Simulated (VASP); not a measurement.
# Si2Mo in VASP: single point with PBE

Aim: the single point of Si2Mo with PBE.

Program: VASP 6.6.1. These are calculated values, not measurements. Logs are shortened: lines on timing, memory, paths and dates and some standing lists are left out, and cuts for length are marked.

### Step 1. The cell of the first run

The typed cell holds 3 atoms: a = 4.546 Å, b = 4.546 Å, c = 4.546 Å, α = 138.56°, β = 138.56°, γ = 60.04°.

### Step 2. Single point, PBE

File INCAR:

```
PREC = Accurate
ENCUT = 520
EDIFF = 1E-6
ISMEAR = 0
SIGMA = 0.15
LREAL = F
LASPH = T
NELM = 60
ALGO = Normal
ISIF = 2
LWAVE = F
LCHARG = T
GGA = PE
LELF = T
LVHAR = T
NBANDS = 18
```

File KPOINTS:

```
Automatic mesh
0
Gamma
  14 14 14
```

File POSCAR:

```
Si2Mo
1.0
   -1.6084236828      1.6084236828      3.9365100029
    1.6084236828     -1.6084236828      3.9365100029
    1.6084236828      1.6084236828     -3.9365100029
Si Mo
2 1
Direct
    0.3350810167      0.3350243388     -0.0001153696
    0.6649079878      0.6649354066      0.0000596595
    0.0000109955      0.0000402545      0.0000557102
```

Potentials or basis: VASP PAW PBE potentials, release 64 (Si, Mo_sv).

Command:

```bash
$ cat potpaw_PBE.64/Si/POTCAR potpaw_PBE.64/Mo_sv/POTCAR > POTCAR
$ mpirun -np 1 vasp_std > vasp.out
```

OUTCAR:

```text
PREC = Accurate
   ENCUT = 520
   EDIFF = 1E-6
   ISMEAR = 0
   LREAL = F
   LASPH = T
   NELM = 60
   ISIF = 2
   GGA = PE

 ion  position               nearest neighbor table
   1  0.335  0.335  1.000-   2 2.60   3 2.62   3 2.62   3 2.62   3 2.62   3 2.64   2 2.64   2 2.64
                             2 2.64   2 2.64
   2  0.665  0.665  0.000-   1 2.60   3 2.62   3 2.62   3 2.62   3 2.62   3 2.64   1 2.64   1 2.64
                             1 2.64   1 2.64
   3  0.000  0.000  0.000-   1 2.62   1 2.62   2 2.62   2 2.62   2 2.62   2 2.62   1 2.62   1 2.62
                             2 2.64   1 2.64

  LATTYP: Found a body centered tetragonal cell.
 ALAT       =     3.2168473656
 C/A-ratio  =     2.4474334996

  Lattice vectors:

 A1 = (  -1.6084236828,   1.6084236828,   3.9365100029)
 A2 = (   1.6084236828,  -1.6084236828,   3.9365100029)
 A3 = (   1.6084236828,   1.6084236828,  -3.9365100029)

Analysis of symmetry for initial positions (statically):
=====================================================================
 Subroutine PRICEL returns:
 Original cell was already a primitive cell.

 Routine SETGRP: Setting up the symmetry group for a
 body centered tetragonal supercell.

 Subroutine GETGRP returns: Found  1 space group operations
 (whereof  1 operations were pure point group operations)
 out of a pool of 16 trial point group operations.

The static configuration has the point symmetry C_1 .

Analysis of symmetry for dynamics (positions and initial velocities):
=====================================================================
 Subroutine PRICEL returns:
 Original cell was already a primitive cell.

 Routine SETGRP: Setting up the symmetry group for a
 body centered tetragonal supercell.

 Subroutine GETGRP returns: Found  1 space group operations
 (whereof  1 operations were pure point group operations)
 out of a pool of 16 trial point group operations.

The dynamic configuration has the point symmetry C_1 .

 Subroutine INISYM returns: Found  1 space group operations
 (whereof  1 operations are pure point group operations),
 and found     1 'primitive' translations

----------------------------------------------------------------------------------------

                                     Primitive cell

  volume of cell :      40.7354

  direct lattice vectors                    reciprocal lattice vectors
    -1.608423683  1.608423683  3.936510003     0.000000000  0.310863366  0.127016062
     1.608423683 -1.608423683  3.936510003     0.310863366  0.000000000  0.127016062
     1.608423683  1.608423683 -3.936510003     0.310863366  0.310863366  0.000000000

  length of vectors
     4.546445259  4.546445259  4.546445259     0.335811126  0.335811126  0.439627188

  position of ions in fractional coordinates (direct lattice)
     0.335081017  0.335024339  0.999884630
     0.664907988  0.664935407  0.000059660
     0.000010995  0.000040255  0.000055710

  ion indices of the primitive-cell ions
   primitive index   ion index
                 1           1
                 2           2
                 3           3

----------------------------------------------------------------------------------------

 KPOINTS: Automatic mesh

Automatic generation of k-mesh.
 Grid dimensions read from file:
 generate k-points for:   14   14   14

 Generating k-lattice:

  Cartesian coordinates                     Fractional coordinates (reciprocal lattice)
     0.000000000  0.022204526  0.009072576     0.071428571 -0.000000000  0.000000000
     0.022204526  0.000000000  0.009072576    -0.000000000  0.071428571  0.000000000
     0.022204526  0.022204526  0.000000000     0.000000000  0.000000000  0.071428571

  Length of vectors
     0.023986509  0.023986509  0.031401942

  Shift w.r.t. Gamma in fractional coordinates (k-lattice)
     0.000000000  0.000000000  0.000000000

 Subroutine IBZKPT returns following result:
 ===========================================

 Found   1376 irreducible k-points:

 Following reciprocal coordinates:
            Coordinates               Weight
  0.000000  0.000000  0.000000      1.000000
  0.071429  0.000000  0.000000      2.000000
  0.000000  0.071429  0.000000      2.000000
  0.000000  0.071429 -0.071429      2.000000
  0.071429  0.000000 -0.071429      2.000000
  0.142857  0.000000  0.000000      2.000000
[... 16 lines left out ...]
 -0.000000  0.428571  0.000000      2.000000
 -0.000000  0.428571 -0.428571      2.000000
 [... further k-points ...]
   k-points           NKPTS =   1376   k-points in BZ     NKDIM =   1376   number of bands    NBANDS=     18
   number of dos      NEDOS =    301   number of ions     NIONS =      3
   total plane-waves  NPLWV =  46656
   dimension x,y,z NGX =    36 NGY =   36 NGZ =   36
   dimension x,y,z NGXF=    72 NGYF=   72 NGZF=   72
   ions per type =               2   1
   NGX,Y,Z   is equivalent  to a cutoff of  13.16, 13.16, 13.16 a.u.
   NGXF,Y,Z  is equivalent  to a cutoff of  26.33, 26.33, 26.33 a.u.
 SYSTEM =  unknown system
   PREC   = accura    normal or accurate (medium, high low for compatibility)
   ISTART =      0    job   : 0-new  1-cont  2-samecut
   ICHARG =      2    charge: 1-file 2-atom 10-const
   ISPIN  =      1    spin polarized calculation?
   LNONCOLLINEAR =      F non collinear calculations
   LSORBIT =      F    spin-orbit coupling
   LASPH  =      T    aspherical Exc in radial PAW
   ENCUT  =  520.0 eV  38.22 Ry    6.18 a.u.   8.45  8.45  8.45*2*pi/ulx,y,z
   NELM   =     60;   NELMIN=  2; NELMDL= -5     # of ELM steps
   EDIFF  = 0.1E-05   stopping-criterion for ELM
   LREAL  =      F    real-space projection
   EDIFFG = 0.1E-04   stopping-criterion for IOM
   NSW    =      0    number of steps for IOM
   IBRION =     -1    ionic relax: 0-MD 1-quasi-New 2-CG
   NFREE  =      0    steps in history (QN), initial steepest desc. (CG)
   ISIF   =      2    stress and relaxation
   ISYM   =      2    0-nonsym 1-usesym 2-fastsym
   POTIM  = 0.5000    time-step for ionic-motion
   TEBEG  =    0.0;   TEEND  =   0.0 temperature during run
   PSTRESS=    0.0 pullay stress
   NELECT =      22.0000    total number of electrons
   NUPDOWN=      -1.0000    fix difference up-down
   EMIN   =  10.00;   EMAX   =-10.00  energy-range for DOS
   EFERMI =   0.00;   METHOD = LEGACY
   ISMEAR =     0;   SIGMA  =   0.15  broadening in eV -4-tet -1-fermi 0-gaus
   EFERMI_NEDOS =   21; number of points for ismear=-14 and -15
   IALGO  =     38    algorithm
   IMIX   =      4    mixing-type and parameters
     AMIX     =   0.40;   BMIX     =  1.00
     AMIX_MAG =   1.60;   BMIX_MAG =  1.00
  volume/ion in A,a.u.               =      13.58        91.63
  Fermi-wavevector in a.u.,A,eV,Ry     =   1.333189  2.519361 24.182889  1.777392
  Thomas-Fermi vector in A             =   2.462066
   LORBIT       =      0    0 simple, 1 ext, 2 COOP (PROOUT), +10 PAW based schemes
   GGA     = PE    functional components
   LHFCALC =     F    Hartree Fock is set to
   AEXX    =    0.0000 exact exchange contribution
   IVDW    =     0    specifies the selected vdW correction
   LEPSILON=     F    determine dielectric tensor
   LRPA    =     F    only Hartree local field effects (RPA)
 non-spin polarized calculation
 Gauss-broadening in eV      SIGMA  =   0.15
  energy-cutoff  :      520.00
  volume of cell :       40.74
 maximum number of plane-waves:      1130
 NGX is ok and might be reduce to    36
   NGX = 17   NGY = 17   NGZ = 17

 number of electron      22.0000000 magnetization

 Free energy of the ion-electron system (eV)
  ---------------------------------------------------
  ext. energy  EPLUGINS =         0.00000000
  ---------------------------------------------------
  free energy    TOTEN  =       -23.26268963 eV

  energy without entropy =      -23.25971328  energy(sigma->0) =      -23.26120145

 E-fermi :  12.0733     XC(G=0): -12.3691

 val. band max:       11.9963600892   @ k =  -0.3571  -0.4286   0.3571
 cond. band min:      12.1148915806   @ k =  -0.4286  -0.4286   0.3571
 fundamental gap:      0.1185314915
 Fermi energy:        12.0733462318

 k-point     1 :       0.0000    0.0000    0.0000
  band No.  band energies     occupation
      1     -48.6631      2.00000
      2     -22.8045      2.00000
      3     -22.7375      2.00000
      4     -22.7375      2.00000
      5      -1.2493      2.00000
      6       5.7647      2.00000
[... 10 lines left out ...]
     17      17.1216      0.00000
     18      17.1216      0.00000

 k-point     2 :       0.0714    0.0000    0.0000
  band No.  band energies     occupation
      1     -48.6622      2.00000
      2     -22.8036      2.00000
      3     -22.7497      2.00000
      4     -22.7364      2.00000
      5      -1.1574      2.00000
      6       5.7673      2.00000
[... 10 lines left out ...]
     17      17.1867      0.00000
     18      17.6954      0.00000

 k-point     3 :       0.0000    0.0714    0.0000
  band No.  band energies     occupation
      1     -48.6622      2.00000
      2     -22.8036      2.00000
      3     -22.7497      2.00000
      4     -22.7364      2.00000
      5      -1.1574      2.00000
      6       5.7673      2.00000
[... 10 lines left out ...]
     17      17.1867      0.00000
     18      17.6955      0.00000

 k-point     4 :       0.0000    0.0714   -0.0714
  band No.  band energies     occupation
      1     -48.6622      2.00000
      2     -22.8036      2.00000
      3     -22.7497      2.00000
      4     -22.7364      2.00000
      5      -1.1574      2.00000
      6       5.7674      2.00000
[... 10 lines left out ...]
     17      17.1867      0.00000
     18      17.6952      0.00000

 k-point     5 :       0.0714    0.0000   -0.0714
  band No.  band energies     occupation
      1     -48.6622      2.00000
      2     -22.8036      2.00000
      3     -22.7497      2.00000
      4     -22.7364      2.00000
      5      -1.1574      2.00000
      6       5.7674      2.00000
[... 10 lines left out ...]
     17      17.1867      0.00000
     18      17.6951      0.00000

 k-point     6 :       0.1429    0.0000    0.0000
  band No.  band energies     occupation
      1     -48.6599      2.00000
      2     -22.8011      2.00000
      3     -22.7838      2.00000
      4     -22.7332      2.00000
      5      -0.8854      2.00000
      6       5.7432      2.00000
[... 10 lines left out ...]
     17      17.5817      0.00000
     18      18.8674      0.00000

 k-point     7 :       0.0000    0.1429    0.0000
  band No.  band energies     occupation
      1     -48.6599      2.00000
      2     -22.8011      2.00000
      3     -22.7838      2.00000
      4     -22.7332      2.00000
      5      -0.8854      2.00000
      6       5.7431      2.00000
[... 10 lines left out ...]
     17      17.5816      0.00000
     18      18.8676      0.00000

 k-point     8 :       0.0000    0.1429   -0.1429
  band No.  band energies     occupation
      1     -48.6599      2.00000
      2     -22.8012      2.00000
      3     -22.7838      2.00000
      4     -22.7332      2.00000
      5      -0.8854      2.00000
      6       5.7433      2.00000
[... 10 lines left out ...]
     17      17.5818      0.00000
     18      18.8672      0.00000
[... 229 lines left out ...]
     17      18.8336      0.00000
     18      20.8092      0.00000

 k-point    20 :      -0.0000    0.3571   -0.3571
  band No.  band energies     occupation
      1     -48.6491      2.00000
      2     -22.9349      2.00000
      3     -22.7894      2.00000
      4     -22.7189      2.00000
      5       0.8796      2.00000
      6       4.3636      2.00000
[... 10 lines left out ...]
     17      18.8345      0.00000
     18      20.8087      0.00000

 k-point    21 :       0.3571   -0.0000   -0.3571
  band No.  band energies     occupation
      1     -48.6491      2.00000
      2     -22.9349      2.00000
      3     -22.7894      2.00000
      4     -22.7189      2.00000
      5       0.8797      2.00000
      6       4.3638      2.00000
[... 10 lines left out ...]
     17      18.8349      0.00000
     18      20.8085      0.00000

 k-point    22 :       0.4286   -0.0000    0.0000
  band No.  band energies     occupation
      1     -48.6467      2.00000
      2     -22.9679      2.00000
      3     -22.7868      2.00000
      4     -22.7157      2.00000
      5       1.7081      2.00000
      6       3.5049      2.00000
[... 10 lines left out ...]
     17      18.4824      0.00000
     18      19.6634      0.00000

 k-point    23 :      -0.0000    0.4286    0.0000
  band No.  band energies     occupation
      1     -48.6467      2.00000
      2     -22.9679      2.00000
      3     -22.7868      2.00000
      4     -22.7157      2.00000
      5       1.7081      2.00000
      6       3.5048      2.00000
[... 10 lines left out ...]
     17      18.4818      0.00000
     18      19.6633      0.00000

 k-point    24 :      -0.0000    0.4286   -0.4286
  band No.  band energies     occupation
      1     -48.6467      2.00000
      2     -22.9679      2.00000
      3     -22.7868      2.00000
      4     -22.7157      2.00000
      5       1.7082      2.00000
      6       3.5051      2.00000
[... 10 lines left out ...]
     17      18.4831      0.00000
     18      19.6634      0.00000

 [... further k-points ...]

------------------------ aborting loop because EDIFF is reached ----------------------------------------

  FORCE on cell =-STRESS in cart. coord.  units (eV):
  Direction    XX          YY          ZZ          XY          YZ          ZX
  --------------------------------------------------------------------------------------
  -------------------------------------------------------------------------------------
  Total        0.0475598      0.0475618      0.0410652      0.0000017     -0.0002359     -0.0006717
  in kB        1.8705901      1.8706663      1.6151493      0.0000659     -0.0092781     -0.0264203
  external PRESSURE =       1.7854686 kB  Pullay stress =       0.0000000 kB

 VOLUME and BASIS-vectors are now :
 -----------------------------------------------------------------------------
  energy-cutoff  :      520.00
  volume of cell :       40.74
      direct lattice vectors                 reciprocal lattice vectors
    -1.608423683  1.608423683  3.936510003     0.000000000  0.310863366  0.127016062
     1.608423683 -1.608423683  3.936510003     0.310863366  0.000000000  0.127016062
     1.608423683  1.608423683 -3.936510003     0.310863366  0.310863366  0.000000000

 POSITION                                       TOTAL-FORCE (eV/Angst)
 -----------------------------------------------------------------------------------
      1.60815      1.60833     -1.29818         0.003159      0.001071     -0.004604
      0.00014      0.00005      5.23471        -0.001250     -0.000476      0.004275
      0.00014      0.00004     -0.00002        -0.001909     -0.000594      0.000330
 -----------------------------------------------------------------------------------
    total drift:                               -0.000002     -0.000001     -0.000000

  FREE ENERGIE OF THE ION-ELECTRON SYSTEM (eV)
  ---------------------------------------------------
  free  energy   TOTEN  =       -23.2626896296 eV

  energy  without entropy=      -23.2597132779  energy(sigma->0) =      -23.26120145
```

Wall time 21 min (1 thread of Intel Xeon Platinum 8375C at 2.90GHz (Ice Lake), shared host); peak memory 0.98 GiB.

What came out:

```yaml
Free_energy: -23.2627 eV
Pressure: 0.2 GPa
Largest_force: 0.006 eV/Å
Band_gap_on_the_k_mesh: zero (bands 11 and 12 overlap by 0.95 eV)
```

Forces on the atoms (eV/Å):
```
Si   0.003  0.001 -0.005
Si  -0.001  0.000  0.004
Mo  -0.002 -0.001  0.000
```

The gap in the log of VASP goes by the Fermi energy; the results here count the filled bands.